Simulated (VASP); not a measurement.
Runs of VASP 6.6.1 on MnAs. The structure is that of space group F-43m (No. 216), or close to it. The cells are those of the table. 

```tsv
cell	k mesh for the DOS	occupations for the DOS	gap on the mesh (eV)	pressure (GPa)	moment (μB)
a = 3.913 Å, angles 60.0°, 2 atoms	-	-	none	-0.7	3.38
a = 3.887 Å, angles 60.0°, 2 atoms	18 × 18 × 18	tetrahedron	-	-	3.27
a = 3.834 Å, angles 60.0°, 2 atoms	-	-	none	2.8	3.15
a = 3.938 Å, angles 60.0°, 2 atoms	-	-	none	-1.2	(a)
a = 3.861 Å, angles 60.0°, 2 atoms	-	-	none	(b)	3.21
```

Alike in all rows: task single point; level PBEsol; potentials or basis VASP PAW PBE potentials, release 64 (Mn_pv, As); spin collinear, ferromagnetic start; k mesh 12 × 12 × 12; cutoff (eV) 520; smearing gaussian 0.05 eV.

Q: Fill in the values left out.

A: (a) 3.51; (b) 1.5.

Caveats: the PAW data sets were made with another functional, which shifts forces and pressure a little; a cell with one magnetic atom can't hold antiferromagnetic order, which such compounds often take.

A k mesh can miss the band edges, and the runs leave out spin-orbit coupling on As.

A gap of «none» marks levels without a gap at the run's occupations.
